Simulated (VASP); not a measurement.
# LiCl (Fm-3m) in VASP: further runs

The runs below take LiCl through single point, with PBE.

All numbers are computed with VASP 6.6.1; they aren't measurements. Logs are shortened: lines on timing, memory, paths and dates and some standing lists are left out, and cuts for length are marked.

### Step 1. The cell of the first run

It takes space group Fm-3m (No. 225, cubic). The conventional cell has a = 5.112 Å, b = 5.112 Å, c = 5.112 Å, α = 90.00°, β = 90.00°, γ = 90.00°. Within 3.4 Å of Li (site symmetry m-3m) lie 6 Cl at 2.56 Å. Within 3.4 Å of Cl (site symmetry m-3m) lie 6 Li at 2.56 Å.

### Step 2. Single point, PBE

INCAR

```
ALGO     = Normal         # electronic algorithm
EDIFF    = 1E-7           # SCF threshold, eV
ENCUT    = 520            # plane-wave cutoff, eV
GGA      = PE             # functional
ISIF     = 2              # what is computed and relaxed
ISMEAR   = 0              # smearing method
LASPH    = True           # aspherical terms in the spheres
LCHARG   = False          # write CHGCAR
LREAL    = False          # projectors in reciprocal space
LWAVE    = False          # write WAVECAR
NBANDS   = 12             # bands
NELM     = 100            # most SCF steps
PREC     = Accurate       # precision mode
SIGMA    = 0.01           # smearing width, eV
```

KPOINTS

```
k-points
0
Gamma
  4 4 4
```

POSCAR

```
LiCl
1.0
    0.0000000000      2.5560369926      2.5560369926
    2.5560369926      0.0000000000      2.5560369926
    2.5560369926      2.5560369926      0.0000000000
Li Cl
1 1
Direct
    0.0000000000      0.0000000000      0.0000000000
    0.5000000000      0.5000000000      0.5000000000
```

Potentials or basis: VASP PAW PBE potentials, release 64 (Li_sv, Cl).

Started as:

```console
cat potpaw_PBE.64/Li_sv/POTCAR potpaw_PBE.64/Cl/POTCAR > POTCAR
mpirun -np 1 vasp_std > vasp.out
```

OUTCAR:

```text
EDIFF = 1E-7
   ENCUT = 520
   GGA = PE
   ISIF = 2
   ISMEAR = 0
   LASPH = True
   LREAL = False
   NELM = 100
   PREC = Accurate

 ion  position               nearest neighbor table
   1  0.000  0.000  0.000-   2 2.56   2 2.56   2 2.56   2 2.56   2 2.56   2 2.56
   2  0.500  0.500  0.500-   1 2.56   1 2.56   1 2.56   1 2.56   1 2.56   1 2.56

  LATTYP: Found a face centered cubic cell.
 ALAT       =     5.1120739852

  Lattice vectors:

 A1 = (   0.0000000000,   2.5560369926,   2.5560369926)
 A2 = (   2.5560369926,   0.0000000000,   2.5560369926)
 A3 = (   2.5560369926,   2.5560369926,   0.0000000000)

Analysis of symmetry for initial positions (statically):
=====================================================================
 Subroutine PRICEL returns:
 Original cell was already a primitive cell.

 Routine SETGRP: Setting up the symmetry group for a
 face centered cubic supercell.

 Subroutine GETGRP returns: Found 48 space group operations
 (whereof 48 operations were pure point group operations)
 out of a pool of 48 trial point group operations.

The static configuration has the point symmetry O_h .

Analysis of symmetry for dynamics (positions and initial velocities):
=====================================================================
 Subroutine PRICEL returns:
 Original cell was already a primitive cell.

 Routine SETGRP: Setting up the symmetry group for a
 face centered cubic supercell.

 Subroutine GETGRP returns: Found 48 space group operations
 (whereof 48 operations were pure point group operations)
 out of a pool of 48 trial point group operations.

The dynamic configuration has the point symmetry O_h .

 Subroutine INISYM returns: Found 48 space group operations
 (whereof 48 operations are pure point group operations),
 and found     1 'primitive' translations

----------------------------------------------------------------------------------------

                                     Primitive cell

  volume of cell :      33.3988

  direct lattice vectors                    reciprocal lattice vectors
     0.000000000  2.556036993  2.556036993    -0.195615322  0.195615322  0.195615322
     2.556036993  0.000000000  2.556036993     0.195615322 -0.195615322  0.195615322
     2.556036993  2.556036993  0.000000000     0.195615322  0.195615322 -0.195615322

  length of vectors
     3.614782181  3.614782181  3.614782181     0.338815677  0.338815677  0.338815677

  position of ions in fractional coordinates (direct lattice)
     0.000000000  0.000000000  0.000000000
     0.500000000  0.500000000  0.500000000

[... 69 lines left out ...]
   PSTRESS=    0.0 pullay stress
   NELECT =      10.0000    total number of electrons
   NUPDOWN=      -1.0000    fix difference up-down
   EMIN   =  10.00;   EMAX   =-10.00  energy-range for DOS
   EFERMI =   0.00;   METHOD = LEGACY
   ISMEAR =     0;   SIGMA  =   0.01  broadening in eV -4-tet -1-fermi 0-gaus
   EFERMI_NEDOS =   21; number of points for ismear=-14 and -15
   IALGO  =     38    algorithm
   IMIX   =      4    mixing-type and parameters
     AMIX     =   0.40;   BMIX     =  1.00
     AMIX_MAG =   1.60;   BMIX_MAG =  1.00
  volume/ion in A,a.u.               =      16.70       112.69
  Fermi-wavevector in a.u.,A,eV,Ry     =   1.095211  2.069648 16.320006  1.199487
  Thomas-Fermi vector in A             =   2.231530
   LORBIT       =      0    0 simple, 1 ext, 2 COOP (PROOUT), +10 PAW based schemes
   GGA     = PE    functional components
   LHFCALC =     F    Hartree Fock is set to
   AEXX    =    0.0000 exact exchange contribution
   IVDW    =     0    specifies the selected vdW correction
   LEPSILON=     F    determine dielectric tensor
   LRPA    =     F    only Hartree local field effects (RPA)
 non-spin polarized calculation
 Gauss-broadening in eV      SIGMA  =   0.01
  energy-cutoff  :      520.00
  volume of cell :       33.40
 maximum number of plane-waves:       934
 NGX is ok and might be reduce to    28
   NGX = 13   NGY = 13   NGZ = 13

 number of electron      10.0000003 magnetization

 Free energy of the ion-electron system (eV)
  ---------------------------------------------------
  ext. energy  EPLUGINS =         0.00000000
  ---------------------------------------------------
  free energy    TOTEN  =        -7.37774813 eV

  energy without entropy =       -7.37774813  energy(sigma->0) =       -7.37774813

 E-fermi :   0.8639     XC(G=0):  -8.7725

 val. band max:        0.6633637406   @ k =   0.0000   0.0000   0.0000
 cond. band min:       7.0607593861   @ k =   0.0000   0.0000   0.0000
 fundamental gap:      6.3973956454
 Fermi energy:         0.8639440571

 k-point     1 :       0.0000    0.0000    0.0000
  band No.  band energies     occupation
      1     -42.8523      2.00000
      2     -12.7689      2.00000
      3       0.6634      2.00000
      4       0.6634      2.00000
      5       0.6634      2.00000
      6       7.0608      0.00000
      7      12.6068      0.00000
      8      12.6068      0.00000
      9      12.6068      0.00000
     10      15.2482      0.00000
     11      15.2482      0.00000
     12      15.2504      0.00000
[... 91 lines left out ...]
 k-point     8 :      -0.2500    0.5000    0.2500
  band No.  band energies     occupation
      1     -42.8485      2.00000
      2     -11.9426      2.00000
      3      -1.4930      2.00000
      4      -1.4930      2.00000
      5      -0.4129      2.00000
      6      10.2566      0.00000
      7      10.8306      0.00000
      8      11.1348      0.00000
      9      11.1348      0.00000
     10      16.6802      0.00000
     11      16.6803      0.00000
     12      19.3698      0.00000

------------------------ aborting loop because EDIFF is reached ----------------------------------------

  FORCE on cell =-STRESS in cart. coord.  units (eV):
  Direction    XX          YY          ZZ          XY          YZ          ZX
  --------------------------------------------------------------------------------------
  -------------------------------------------------------------------------------------
  Total        0.1561541      0.1561541      0.1561541     -0.0000000     -0.0000000      0.0000000
  in kB        7.4908742      7.4908742      7.4908742     -0.0000000     -0.0000000      0.0000000
  external PRESSURE =       7.4908742 kB  Pullay stress =       0.0000000 kB

 VOLUME and BASIS-vectors are now :
 -----------------------------------------------------------------------------
  energy-cutoff  :      520.00
  volume of cell :       33.40
      direct lattice vectors                 reciprocal lattice vectors
     0.000000000  2.556036993  2.556036993    -0.195615322  0.195615322  0.195615322
     2.556036993  0.000000000  2.556036993     0.195615322 -0.195615322  0.195615322
     2.556036993  2.556036993  0.000000000     0.195615322  0.195615322 -0.195615322

 POSITION                                       TOTAL-FORCE (eV/Angst)
 -----------------------------------------------------------------------------------
      0.00000      0.00000      0.00000         0.000000      0.000000      0.000000
      2.55604      2.55604      2.55604        -0.000000     -0.000000     -0.000000
 -----------------------------------------------------------------------------------
    total drift:                                0.000000      0.000000      0.000000

  FREE ENERGIE OF THE ION-ELECTRON SYSTEM (eV)
  ---------------------------------------------------
  free  energy   TOTEN  =        -7.3777481262 eV

  energy  without entropy=       -7.3777481262  energy(sigma->0) =       -7.37774813
```

stdout:

```text
POSCAR found type information on POSCAR LiCl
 POSCAR found :  2 types and       2 ions
 scaLAPACK will be used
 LDA part: xc-table for (Slater+PW92), standard interpolation
 POSCAR, INCAR and KPOINTS ok, starting setup
 FFT: planning ... GRIDC
 FFT: planning ... GRID_SOFT
 FFT: planning ... GRID
 WAVECAR not read
 entering main loop
```

It took 7.5 s on 1 thread of Intel Xeon 8259CL, shared host; peak memory 0.14 GiB.

Results:

```
Free energy            : -7.3777 eV
Band gap on the k mesh : 6.40 eV, direct
```

Caveat: the k points lie up to 0.53 Å⁻¹ apart; the cutoff is under 1.25 times the usual one of these potentials, so pressure, stress and relaxed cells hold a basis-set (Pulay) error. A hybrid or GW would open this gap; PBE tends to underestimate it.

### Step 3. Single point, PBE

INCAR

```
SYSTEM = LiCl
PREC = Accurate
ENCUT = 520
EDIFF = 1E-7
ISMEAR = 0
SIGMA = 0.01
LREAL = .FALSE.
LASPH = .TRUE.
NELM = 60
ALGO = Normal
ISIF = 2
LWAVE = .FALSE.
LCHARG = .FALSE.
GGA = PE
NBANDS = 12
```

KPOINTS

```
regular mesh
0
G
  4 4 4
  0 0 0
```

POSCAR is that of step 2.

Potentials or basis: VASP PAW PBE potentials, release 64 (Li_sv, Cl).

Started as:

```console
cat potpaw_PBE.64/Li_sv/POTCAR potpaw_PBE.64/Cl/POTCAR > POTCAR
mpirun -np 1 vasp_std > vasp.out
```

It took 6.6 s on 1 thread of Intel Xeon 8259CL, shared host; peak memory 0.14 GiB.

Results (log left out):

```yaml
Free_energy: -7.3777 eV
Band_gap_on_the_k_mesh: 6.40 eV, direct
```

Levels at points of the mesh, in eV from the valence-band top:
| k point | band 2 | band 3 | band 4 | band 5 | band 6 | band 7 | band 8 | band 9 |
| --- | --- | --- | --- | --- | --- | --- | --- | --- |
| (0.00, 0.00, 0.00) | -13.43 | 0.00 | 0.00 | 0.00 | 6.40 | 11.94 | 11.94 | 11.94 |
| (0.50, 0.00, 0.00) | -12.85 | -2.85 | -0.26 | -0.26 | 6.77 | 9.50 | 9.50 | 13.08 |
| (0.50, 0.50, 0.00) | -12.60 | -2.94 | -1.12 | -1.12 | 7.90 | 8.27 | 12.53 | 14.19 |

Caveat: the k points lie up to 0.53 Å⁻¹ apart; the cutoff is under 1.25 times the usual one of these potentials, so pressure, stress and relaxed cells hold a basis-set (Pulay) error.
